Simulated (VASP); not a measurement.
A run of VASP 6.6.1:

INCAR

```
SYSTEM = CrO2
ALGO = Normal
EDIFF = 1E-6
ENCUT = 520
GGA = CA
ISIF = 2
ISMEAR = 1
ISPIN = 2
LASPH = .TRUE.
LCHARG = .TRUE.
LELF = .TRUE.
LMAXMIX = 4
LORBIT = 11
LREAL = .FALSE.
LVHAR = .TRUE.
LWAVE = .FALSE.
MAGMOM = 3 3 3 3 0 0 0 0 0 0 0 0
NBANDS = 64
NELM = 150
PREC = Accurate
SIGMA = 0.1
```

File KPOINTS:

```
k-points
0
G
  5 5 5
  0 0 0
```

POSCAR

```
CrO2
1.0
    4.8360260000      0.0000000000      0.0000000000
    0.0000000000      4.8360260000      0.0000000000
    0.0000000000      0.0000000000      4.8360260000
Cr O
4 8
Direct
    0.5000000000      0.5000000000      0.0000000000
    0.5000000000      0.0000000000      0.5000000000
    0.0000000000      0.5000000000      0.5000000000
    0.0000000000      0.0000000000      0.0000000000
    0.1382100000      0.8617900000      0.3617900000
    0.8617900000      0.3617900000      0.1382100000
    0.3617900000      0.1382100000      0.8617900000
    0.6382100000      0.6382100000      0.6382100000
    0.8617900000      0.1382100000      0.6382100000
    0.1382100000      0.6382100000      0.8617900000
    0.6382100000      0.8617900000      0.1382100000
    0.3617900000      0.3617900000      0.3617900000
```

Potentials or basis: VASP PAW LDA potentials, release 64 (Cr_pv, O).

Command:

```sh
$ cat potpaw_LDA.64/Cr_pv/POTCAR potpaw_LDA.64/O/POTCAR > POTCAR
$ mpirun -np 1 vasp_std > vasp.out
```

Hardware: 1 thread of Intel(R) Xeon(R) Platinum 8259CL CPU @ 2.50GHz (Skylake/Cascade Lake) (shared host).

Problem. Estimate the wall time of this run.

Solution. Run time: 2.8 min on 1 thread of Intel(R) Xeon(R) Platinum 8259CL CPU @ 2.50GHz (Skylake/Cascade Lake), with other jobs on the host, peak memory 0.25 GiB. Counts: scf iterations 19, k points 11.
